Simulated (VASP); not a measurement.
AlGeRu, 6 atoms in the cell. The structure is hexagonal, space group P6_3/mmc (No. 194). Conventional cell: a = 4.364 Å, b = 4.364 Å, c = 5.258 Å, α = 90.00°, β = 90.00°, γ = 120.00°. Ge (site symmetry -6m2) has 5 Ru at 2.52 to 2.63 Å and 6 Al at 2.84 Å within 3.3 Å. Ru (site symmetry -6m2) has 5 Ge at 2.52 to 2.63 Å and 6 Al at 2.84 Å within 3.3 Å. Within 3.5 Å of Al (site symmetry -3m) lie 2 Al at 2.63 Å and 6 Ge at 2.84 Å and 6 Ru at 2.84 Å. 

* Program: VASP 6.6.1
* Task: single point
* Functional: r2SCAN
* Potentials or basis: VASP PAW PBE potentials, release 64 (Ge_d, Ru_pv, Al)
* Cutoff: 520 eV
* k mesh: 5 × 5 × 4
* Occupations: fermi-dirac, width 0.1 eV
* Spin: no spin polarisation
* Dipole correction: no
* Further INCAR settings: ALGO = Normal; EDIFF = 1e-07; NBANDS = 40

Potentials or basis: VASP PAW PBE potentials, release 64 (Ge_d, Ru_pv, Al).

Run with:

```sh
$ cat potpaw_PBE.64/Ge_d/POTCAR potpaw_PBE.64/Ru_pv/POTCAR potpaw_PBE.64/Al/POTCAR > POTCAR
$ cp INCAR.step1 INCAR
$ mpirun -np 1 vasp_std > vasp.out
$ cp INCAR.step2 INCAR
$ mpirun -np 1 vasp_std > vasp.out
```

Hardware: 1 thread of Intel(R) Xeon(R) Platinum 8175M CPU @ 2.50GHz (Skylake/Cascade Lake) (shared host).

Task: How long does it take, and how much memory?

Result: It took 3 min on 1 thread of Intel(R) Xeon(R) Platinum 8175M CPU @ 2.50GHz (Skylake/Cascade Lake), on a shared host, peak memory 0.23 GiB. Counts: k points 15.
